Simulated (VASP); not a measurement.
# Mo: single point with r2SCAN

Mo:

```
Mo
1.0
    -1.63384    1.63384    1.57100
     1.63384   -1.63384    1.57100
     1.63384    1.63384   -1.57100
Mo
1
Direct
  0.00000 0.00000 0.00000
```

This cell differs from its parent crystal: strain +0.040 along x and y, +0.000 along z.

| Quantity | Value |
| --- | --- |
| Program | VASP 6.6.1 |
| Task | single point |
| Functional | r2SCAN |
| Potentials or basis | VASP PAW PBE potentials, release 64 (Mo_sv) |
| Cutoff | 520 eV |
| k mesh | 22 × 22 × 22 |
| Occupations | gaussian, width 0.15 eV |
| Spin | no spin polarisation |
| Dipole correction | no |
| Further INCAR settings | ALGO = Normal; EDIFF = 1e-07; NBANDS = 13 |

```json
{
  "Pressure": "-15.4 GPa",
  "Band gap on the k mesh": "zero (bands 7 and 8 overlap by 4.95 eV)"
}
```

Stress tensor (GPa, compression positive):
```
-19.18   0.00   0.00
  0.00 -19.18   0.00
  0.00   0.00  -7.86
```

Levels at points of the mesh, in eV from the Fermi level:
```tsv
k point	band 5	band 6	band 7	band 8	band 9	band 10
(0.00, 0.00, 0.00)	-7.41	-1.57	-1.12	-1.12	1.50	2.07
(0.50, 0.00, 0.00)	-5.17	-3.39	1.45	1.81	2.58	4.46
(0.50, 0.50, 0.00)	-5.13	-2.91	1.13	1.36	2.22	4.39
(0.50, 0.50, 0.50)	-5.12	-5.04	3.72	3.72	3.83	8.57
```

Run time: 6.5 min on 1 thread of Intel(R) Xeon(R) Platinum 8488C (Sapphire Rapids) (shared host), peak memory 0.29 GiB.

Caveat: the cell differs from its parent crystal (strain +0.040 along x and y, +0.000 along z); the cell stands under tension; the PAW data sets were made with another functional, which shifts forces and pressure a little.
